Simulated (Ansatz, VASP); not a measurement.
## KTaO3 in VASP and in Ansatz

```xyz
5
Lattice="3.9883 0.0000 0.0000 0.0000 3.9883 0.0000 0.0000 0.0000 4.1079" Properties=species:S:1:pos:R:3 pbc="T T T"
K     1.9942    1.9942    2.0540
Ta    0.0000    0.0000    0.0000
O     1.9942    0.0000    0.0000
O     0.0000    1.9942    0.0000
O     0.0000    0.0000    2.0540
```

Change from the starting cell: zz strain of +3 %, crystal datasets.

Alike in both runs: task electric field gradients; functional LDA; k mesh 5 × 5 × 5; occupations fermi-dirac, width 0.01 eV; no spin polarisation.

|  | VASP | Ansatz |
| --- | --- | --- |
| version | VASP 6.6.1 | Ansatz 0.2.0 |
| potentials or method | VASP PAW LDA potentials, release 64 (K_sv, Ta_pv, O), cutoff 520 eV | all-electron PAW with datasets made for the crystal, scalar-relativistic |

Ansatz gave:

* gap on the k mesh at the Fermi level (eV): 2.10
* pressure (GPa): -10.5
* traceless stress, the component that is largest in VASP (GPa): -6.07
* size of Vzz on the site where it differs most (V/Å²): 147.8

Problem. What did VASP give for the same quantities?

Solution. gap on the k mesh at the Fermi level (eV): 2.04; pressure (GPa): -9.6; traceless stress, the component that is largest in VASP (GPa): -6.22; size of Vzz on the site where it differs most (V/Å²): 153.2.

LDA's correlation is that of Perdew and Zunger in VASP and of Perdew and Wang (1992) in Ansatz. Ansatz ran all-electron here, and VASP with PAW potentials.

Neither program's run includes spin-orbit coupling.
